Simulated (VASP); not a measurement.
# C (P-1) in VASP: notebook

Runs on C. Level: PBE+D3(BJ). Tasks: single point.

Everything below comes from runs of VASP 6.6.1. Logs are shortened: lines on timing, memory, paths and dates and some standing lists are left out, and cuts for length are marked.

### Step 1. The cell of the first run

The typed cell holds 10 atoms: a = 3.650 Å, b = 2.465 Å, c = 11.179 Å, α = 103.82°, β = 76.34°, γ = 90.00°.

### Step 2. Single point, PBE+D3(BJ) (the part above a cut slid along it)

File INCAR:

```
PREC = Accurate ; ENCUT = 520
EDIFF = 1E-6 ; ISMEAR = 0
SIGMA = 0.05 ; LREAL = F
LASPH = T ; NELM = 80
ALGO = Normal ; ISIF = 2
LWAVE = F ; LCHARG = F
GGA = PE ; IVDW = 12
NBANDS = 31
```

File KPOINTS:

```
Automatic mesh
0
Gamma
  7 11 3
```

File POSCAR:

```
C
1.0
    0.0000000000      1.4231666446     -3.3613878322
   -2.4649969361      0.0000000000      0.0000000000
    2.6704133475     10.7253691483      1.6734955738
C
10
Direct
    0.1029917053      0.4764404231      0.8090219290
    0.7311840052      0.6673919518      0.0622079555
    0.8241359302      0.3696540696      0.2489114489
   -0.0829121447      1.0719161874      0.4356149422
    0.0100397803      0.7741783052      0.6223184356
    0.7617679198      0.2348701660      0.1244955379
   -0.1452801551      0.9371322839      0.3111990313
   -0.0523282301      0.6393944017      0.4979025246
    0.0406236949      1.3416565195      0.6846060180
    0.1335756199      1.0439186373      0.8713095114
```

Potentials or basis: VASP PAW PBE potentials, release 64 (C).

Started as:

```sh
cat potpaw_PBE.64/C/POTCAR > POTCAR
mpirun -np 1 vasp_std > vasp.out
```

OUTCAR:

```text
PREC = Accurate
   ENCUT = 520
   EDIFF = 1E-6
   ISMEAR = 0
   LREAL = F
   LASPH = T
   NELM = 80
   ISIF = 2
   GGA = PE
   IVDW = 12
 IVDW          = 12

 ion  position               nearest neighbor table
   1  0.103  0.476  0.809-  10 1.42  10 1.42   9 1.42
   2  0.731  0.667  0.062-   6 1.42   6 1.42
   3  0.824  0.370  0.249-   7 1.42   7 1.42   6 1.42
   4  0.917  0.072  0.436-   8 1.42   8 1.42   7 1.42
   5  0.010  0.774  0.622-   9 1.42   9 1.42   8 1.42
   6  0.762  0.235  0.124-   2 1.42   2 1.42   3 1.42
   7  0.855  0.937  0.311-   3 1.42   4 1.42   3 1.42
   8  0.948  0.639  0.498-   4 1.42   4 1.42   5 1.42
   9  0.041  0.342  0.685-   5 1.42   5 1.42   1 1.42
  10  0.134  0.044  0.871-   1 1.42   1 1.42

  LATTYP: Found a triclinic cell.
 ALAT       =     4.4046045625
 B/A-ratio  =     0.5596409169
 C/A-ratio  =     2.4018903116
 COS(alpha) =     0.0194166831
 COS(beta)  =     0.0899601873
 COS(gamma) =     0.5596409169

  Lattice vectors:

 A1 = (   2.4649969361,  -1.4231666446,   3.3613878322)
 A2 = (   2.4649969361,   0.0000000000,   0.0000000000)
 A3 = (   0.2054164114,   9.3022025037,   5.0348834060)

Analysis of symmetry for initial positions (statically):
=====================================================================
 Subroutine PRICEL returns:
 Original cell was already a primitive cell.

 Routine SETGRP: Setting up the symmetry group for a
 triclinic supercell.

 Subroutine GETGRP returns: Found  2 space group operations
 (whereof  1 operations were pure point group operations)
 out of a pool of  2 trial point group operations.

The static configuration has the point symmetry C_1 .
 The point group associated with its full space group is S_2 .

Analysis of symmetry for dynamics (positions and initial velocities):
=====================================================================
 Subroutine PRICEL returns:
 Original cell was already a primitive cell.

 Routine SETGRP: Setting up the symmetry group for a
 triclinic supercell.

 Subroutine GETGRP returns: Found  2 space group operations
 (whereof  1 operations were pure point group operations)
 out of a pool of  2 trial point group operations.

The dynamic configuration has the point symmetry C_1 .
 The point group associated with its full space group is S_2 .

 Subroutine INISYM returns: Found  2 space group operations
 (whereof  1 operations are pure point group operations),
 and found     1 'primitive' translations

----------------------------------------------------------------------------------------

                                     Primitive cell

  volume of cell :      94.7392

  direct lattice vectors                    reciprocal lattice vectors
     0.000000000  1.423166645 -3.361387832     0.000000000  0.043542301 -0.279060941
    -2.464996936  0.000000000  0.000000000    -0.405680017  0.094747451  0.040114803
     2.670413347 10.725369148  1.673495574     0.000000000  0.087459186  0.037029049

  length of vectors
     3.650250876  2.464996936 11.178785187     0.282437498  0.418524257  0.094975047

  position of ions in fractional coordinates (direct lattice)
     0.102991705  0.476440423  0.809021929
     0.731184005  0.667391952  0.062207955
     0.824135930  0.369654070  0.248911449
     0.917087855  0.071916187  0.435614942
     0.010039780  0.774178305  0.622318436
     0.761767920  0.234870166  0.124495538
     0.854719845  0.937132284  0.311199031
     0.947671770  0.639394402  0.497902525
     0.040623695  0.341656519  0.684606018
     0.133575620  0.043918637  0.871309511

  ion indices of the primitive-cell ions
   primitive index   ion index
                 1           1
                 2           2
                 3           3
                 4           4
                 5           5
                 6           6
                 7           7
                 8           8
                 9           9
                10          10

----------------------------------------------------------------------------------------

 KPOINTS: Automatic mesh

Automatic generation of k-mesh.
 Grid dimensions read from file:
 generate k-points for:    7   11    3

 Generating k-lattice:

  Cartesian coordinates                     Fractional coordinates (reciprocal lattice)
     0.000000000  0.006220329 -0.039865849     0.142857143  0.000000000 -0.000000000
    -0.036880002  0.008613405  0.003646800    -0.000000000  0.090909091  0.000000000
     0.000000000  0.029153062  0.012343016     0.000000000  0.000000000  0.333333333

  Length of vectors
     0.040348214  0.038047660  0.031658349

  Shift w.r.t. Gamma in fractional coordinates (k-lattice)
     0.000000000  0.000000000  0.000000000

 Subroutine IBZKPT returns following result:
 ===========================================

 Found    116 irreducible k-points:

 Following reciprocal coordinates:
            Coordinates               Weight
  0.000000  0.000000  0.000000      1.000000
  0.142857  0.000000 -0.000000      2.000000
  0.285714  0.000000 -0.000000      2.000000
  0.428571  0.000000  0.000000      2.000000
  0.000000  0.090909  0.000000      2.000000
  0.142857  0.090909 -0.000000      2.000000
[... 16 lines left out ...]
 -0.428571  0.272727 -0.000000      2.000000
 -0.285714  0.272727  0.000000      2.000000
 [... further k-points ...]
   k-points           NKPTS =    116   k-points in BZ     NKDIM =    116   number of bands    NBANDS=     31
   number of dos      NEDOS =    301   number of ions     NIONS =     10
   total plane-waves  NPLWV =  42336
   dimension x,y,z NGX =    28 NGY =   18 NGZ =   84
   dimension x,y,z NGXF=    56 NGYF=   36 NGZF=  168
   ions per type =              10
   NGX,Y,Z   is equivalent  to a cutoff of  12.75, 12.14, 12.49 a.u.
   NGXF,Y,Z  is equivalent  to a cutoff of  25.50, 24.28, 24.98 a.u.
 SYSTEM =  unknown system
   PREC   = accura    normal or accurate (medium, high low for compatibility)
   ISTART =      0    job   : 0-new  1-cont  2-samecut
   ICHARG =      2    charge: 1-file 2-atom 10-const
   ISPIN  =      1    spin polarized calculation?
   LNONCOLLINEAR =      F non collinear calculations
   LSORBIT =      F    spin-orbit coupling
   LASPH  =      T    aspherical Exc in radial PAW
   ENCUT  =  520.0 eV  38.22 Ry    6.18 a.u.   6.79  4.58 20.79*2*pi/ulx,y,z
   NELM   =     80;   NELMIN=  2; NELMDL= -5     # of ELM steps
   EDIFF  = 0.1E-05   stopping-criterion for ELM
   LREAL  =      F    real-space projection
[... 7 lines left out ...]
   TEBEG  =    0.0;   TEEND  =   0.0 temperature during run
   PSTRESS=    0.0 pullay stress
   NELECT =      40.0000    total number of electrons
   NUPDOWN=      -1.0000    fix difference up-down
   EMIN   =  10.00;   EMAX   =-10.00  energy-range for DOS
   EFERMI =   0.00;   METHOD = LEGACY
   ISMEAR =     0;   SIGMA  =   0.05  broadening in eV -4-tet -1-fermi 0-gaus
   EFERMI_NEDOS =   21; number of points for ismear=-14 and -15
   IALGO  =     38    algorithm
   IMIX   =      4    mixing-type and parameters
     AMIX     =   0.40;   BMIX     =  1.00
     AMIX_MAG =   1.60;   BMIX_MAG =  1.00
  volume/ion in A,a.u.               =       9.47        63.93
  Fermi-wavevector in a.u.,A,eV,Ry     =   1.228151  2.320868 20.522402  1.508354
  Thomas-Fermi vector in A             =   2.363087
   LORBIT       =      0    0 simple, 1 ext, 2 COOP (PROOUT), +10 PAW based schemes
   GGA     = PE    functional components
   LHFCALC =     F    Hartree Fock is set to
   AEXX    =    0.0000 exact exchange contribution
   IVDW    =    12    specifies the selected vdW correction
   LEPSILON=     F    determine dielectric tensor
   LRPA    =     F    only Hartree local field effects (RPA)
 non-spin polarized calculation
 Gauss-broadening in eV      SIGMA  =   0.05
  energy-cutoff  :      520.00
  volume of cell :       94.74
 maximum number of plane-waves:      2578
   NGX = 13   NGY =  9   NGZ = 41

 number of electron      39.9999999 magnetization

 Free energy of the ion-electron system (eV)
  ---------------------------------------------------
  ext. energy  EPLUGINS =         0.00000000
  ---------------------------------------------------
  free energy    TOTEN  =       -86.34255754 eV

  energy without entropy =      -86.34236176  energy(sigma->0) =      -86.34245965

 E-fermi :   3.6119     XC(G=0): -10.0532

 val. band max:        3.5614604334   @ k =   0.1429   0.3636   0.0000
 cond. band min:       3.6751302796   @ k =  -0.4286  -0.4545   0.3333
 fundamental gap:      0.1136698462
 Fermi energy:         3.6118518169

 k-point     1 :       0.0000    0.0000    0.0000
  band No.  band energies     occupation
      1     -15.6115      2.00000
      2     -14.8372      2.00000
      3     -13.8930      2.00000
      4     -12.1459      2.00000
      5     -11.0000      2.00000
      6      -7.7307      2.00000
[... 23 lines left out ...]
     30      12.0912      0.00000
     31      12.9424      0.00000

 k-point     2 :       0.1429    0.0000   -0.0000
  band No.  band energies     occupation
      1     -15.5638      2.00000
      2     -14.8002      2.00000
      3     -13.8649      2.00000
      4     -12.1409      2.00000
      5     -11.0007      2.00000
      6      -7.7543      2.00000
[... 23 lines left out ...]
     30      12.1085      0.00000
     31      12.9399      0.00000

 k-point     3 :       0.2857    0.0000   -0.0000
  band No.  band energies     occupation
      1     -15.4506      2.00000
      2     -14.7138      2.00000
      3     -13.8040      2.00000
      4     -12.1323      2.00000
      5     -11.0056      2.00000
      6      -7.8106      2.00000
[... 703 lines left out ...]
     30      14.1441      0.00000
     31      14.7505      0.00000

 k-point    24 :      -0.2857    0.2727    0.0000
  band No.  band energies     occupation
      1     -14.1310      2.00000
      2     -13.4807      2.00000
      3     -12.3995      2.00000
      4     -11.1416      2.00000
      5      -9.6036      2.00000
      6      -7.5074      2.00000
[... 23 lines left out ...]
     30      12.9445      0.00000
     31      13.6565      0.00000

 [... further k-points ...]

------------------------ aborting loop because EDIFF is reached ----------------------------------------

 Edisp (eV)   -1.52241

 E8    (eV) :    -0.4317

  FORCE on cell =-STRESS in cart. coord.  units (eV):
  Direction    XX          YY          ZZ          XY          YZ          ZX
  --------------------------------------------------------------------------------------
  -------------------------------------------------------------------------------------
  Total      -2.19929     1.41959    -1.53919     1.96412     0.54288     1.79455
  in kB     -37.19321    24.00731   -26.02996    33.21611     9.18084    30.34837
  external pressure =      -13.07 kB  Pullay stress =        0.00 kB

 VOLUME and BASIS-vectors are now :
 -----------------------------------------------------------------------------
  energy-cutoff  :      520.00
  volume of cell :       94.74
      direct lattice vectors                 reciprocal lattice vectors
     0.000000000  1.423166645 -3.361387832     0.000000000  0.043542301 -0.279060941
    -2.464996936  0.000000000  0.000000000    -0.405680017  0.094747451  0.040114803
     2.670413347 10.725369148  1.673495574     0.000000000  0.087459186  0.037029049

 POSITION                                       TOTAL-FORCE (eV/Angst)
 -----------------------------------------------------------------------------------
      0.98600      8.82363      1.00770         0.144831      1.412868      0.014131
     -1.47900      1.70780     -2.35369         1.069167      0.890264     -1.338300
     -0.24650      3.84255     -2.35369         0.142168      0.626580      0.601488
      0.98600      5.97730     -2.35369         0.027051      0.092920     -0.074452
     -0.24650      6.68888      1.00770         0.022113      0.089964      0.046783
     -0.24650      2.41938     -2.35225        -0.144831     -1.412868     -0.014131
     -1.47900      4.55413     -2.35225        -0.022113     -0.089964     -0.046783
     -0.24650      6.68888     -2.35225        -0.027051     -0.092920      0.074452
      0.98600      7.40047      1.00913        -0.142168     -0.626580     -0.601488
      2.21850      9.53522      1.00913        -1.069167     -0.890264      1.338300
 -----------------------------------------------------------------------------------
    total drift:                                0.000006      0.000003     -0.000005

  FREE ENERGIE OF THE ION-ELECTRON SYSTEM (eV)
  ---------------------------------------------------
  free  energy   TOTEN  =       -87.8649716306 eV

  energy  without entropy=      -87.8647758500  energy(sigma->0) =      -87.86487374
```

Run time: 3.4 min. Hardware: 1 thread of Intel Xeon Platinum 8559C (Emerald Rapids), shared host; peak memory 0.35 GiB.

What came out:

```
Free energy                : -87.8650 eV
Pressure                   : -1.3 GPa
Largest force              : 1.930 eV/Å
Dispersion energy per atom : -0.152 eV
```

Forces on the atoms (eV/Å):
```
C    0.145  1.413  0.014
C    1.069  0.890 -1.338
C    0.142  0.627  0.601
C    0.027  0.093 -0.074
C    0.022  0.090  0.047
C   -0.145 -1.413 -0.014
C   -0.022 -0.090 -0.047
C   -0.027 -0.093  0.074
C   -0.142 -0.627 -0.601
C   -1.069 -0.890  1.338
```

Stress tensor (GPa, compression positive):
```
-3.72  3.32  3.03
 3.32  2.40  0.92
 3.03  0.92 -2.60
```

Caveat: the cell differs from its parent crystal (the part above a cut slid along it); the stress differs along the axes, from -4 to 2 GPa; forces of over 1 eV/Å act on the atoms, so gaps and moduli don't describe the material at rest.

### Step 3. Single point, PBE+D3(BJ) (the part above a cut slid along it)

File INCAR:

```
ALGO = Normal ; EDIFF = 1E-6
ENCUT = 520 ; GGA = PE
ISIF = 2 ; ISMEAR = 0
IVDW = 12 ; LASPH = True
LCHARG = False ; LREAL = False
LWAVE = False ; NBANDS = 31
NELM = 80 ; PREC = Accurate
SIGMA = 0.05
```

File KPOINTS:

```
k-points
0
Gamma
  7 11 3
```

File POSCAR:

```
C
1.0
    0.0000000000      1.4231666446     -3.3613878322
   -2.4649969361      0.0000000000      0.0000000000
    2.8758297588     11.3043988083      1.5883208571
C
10
Direct
    0.0651612965      0.5010693644      0.7723451695
    0.7282751194      0.6692857399      0.0593877770
    0.8124966637      0.3772316460      0.2376271251
   -0.1032817920      1.0851775521      0.4158664732
   -0.0190602477      0.7931234582      0.5941058214
    0.7559464249      0.2386601663      0.1188515711
   -0.1598320309      0.9466060724      0.2970909192
   -0.0756104866      0.6545519785      0.4753302673
    0.0086110577      1.3624978846      0.6535696154
    0.0928326020      1.0704437908      0.8318089635
```

Potentials or basis: VASP PAW PBE potentials, release 64 (C).

Started as:

```sh
cat potpaw_PBE.64/C/POTCAR > POTCAR
mpirun -np 1 vasp_std > vasp.out
```

Wall time 3.5 min (1 thread of Intel Xeon Platinum 8559C (Emerald Rapids), shared host); peak memory 0.35 GiB.

Results (log left out):

| Property | Result |
| --- | --- |
| Free energy | -87.9064 eV |
| Pressure | -2.6 GPa |
| Largest force | 2.191 eV/Å |
| Dispersion energy per atom | -0.146 eV |

Forces on the atoms (eV/Å):
```
C    0.114  2.175  0.232
C    0.694  0.627 -1.250
C    0.079  0.696  0.416
C    0.007  0.140 -0.044
C    0.007  0.154  0.020
C   -0.114 -2.175 -0.232
C   -0.007 -0.154 -0.020
C   -0.007 -0.140  0.044
C   -0.079 -0.696 -0.416
C   -0.694 -0.627  1.250
```

Stress tensor (GPa, compression positive):
```
-2.99  2.53  1.74
 2.53 -1.93 -2.04
 1.74 -2.04 -2.92
```

Caveat: the cell differs from its parent crystal (the part above a cut slid along it); forces of over 1 eV/Å act on the atoms, so gaps and moduli don't describe the material at rest.

### Step 4. Single point, PBE+D3(BJ) (the part above a cut slid along it)

File INCAR:

```
PREC     = Accurate       # precision mode
ENCUT    = 520            # plane-wave cutoff, eV
EDIFF    = 1E-6           # SCF threshold, eV
ISMEAR   = 0              # smearing method
SIGMA    = 0.05           # smearing width, eV
LREAL    = F              # projectors in reciprocal space
LASPH    = T              # aspherical terms in the spheres
NELM     = 60             # most SCF steps
ALGO     = Normal         # electronic algorithm
ISIF     = 2              # what is computed and relaxed
LWAVE    = F              # write WAVECAR
LCHARG   = T              # write CHGCAR
GGA      = PE             # functional
IVDW     = 12             # dispersion correction
LELF     = T              # ELF
LVHAR    = T            
NBANDS   = 31             # bands
```

File KPOINTS:

```
Automatic mesh
0
Gamma
  7 11 3
```

File POSCAR:

```
C
1.0
    0.0000000000      1.4231666446     -3.3613878322
   -2.4649969361      0.0000000000      0.0000000000
    1.8487477021     10.7114127064      2.9888991205
C
10
Direct
    0.3869717838      0.1792588771      0.7723451695
    0.7530200265      0.6445408328      0.0593877770
    0.9115079658      0.2782203439      0.2376271251
    0.0699959052      0.9118998549      0.4158664732
    0.2284838445      0.5455793660      0.5941058214
    0.8054679128      0.1891386783      0.1188515711
   -0.0360441479      0.8228181894      0.2970909192
    0.1224437915      0.4564977005      0.4753302673
    0.2809317308      1.0901772116      0.6535696154
    0.4394196701      0.7238567226      0.8318089635
```

Started as:

```sh
cat potpaw_PBE.64/C/POTCAR > POTCAR
mpirun -np 1 vasp_std > vasp.out
```

It took 4.3 min on 1 thread of Intel Xeon Platinum 8488C (Sapphire Rapids), shared host; peak memory 0.35 GiB.

The run converged. Its results:

```
Free energy                : -87.8518 eV
Pressure                   : -3.2 GPa
Largest force              : 2.730 eV/Å
Band gap on the k mesh     : zero (bands 20 and 21 overlap by 0.10 eV)
Dispersion energy per atom : -0.146 eV
```

Forces on the atoms (eV/Å):
```
C   -0.069  2.729 -0.063
C   -0.331  0.533  0.053
C   -0.037  0.810 -0.023
C   -0.003  0.225  0.022
C   -0.006  0.253  0.020
C    0.069 -2.729  0.063
C    0.006 -0.253 -0.020
C    0.003 -0.225 -0.022
C    0.037 -0.810  0.023
C    0.331 -0.533 -0.053
```

Stress tensor (GPa, compression positive):
```
-3.11 -1.36 -0.12
-1.36 -6.13  0.37
-0.12  0.37 -0.37
```

Levels at points of the mesh, in eV from the Fermi level:
```csv
k point,band 17,band 18,band 19,band 20,band 21,band 22,band 23,band 24
"(0.00, 0.00, 0.00)",-3.62,-3.03,-2.76,-1.14,1.05,2.39,4.35,4.89
```

Caveat: the cell differs from its parent crystal (the part above a cut slid along it); the stress differs along the axes, from -6 to -0 GPa; forces of over 1 eV/Å act on the atoms, so gaps and moduli don't describe the material at rest.

(Part 1 of 2 ends here.)
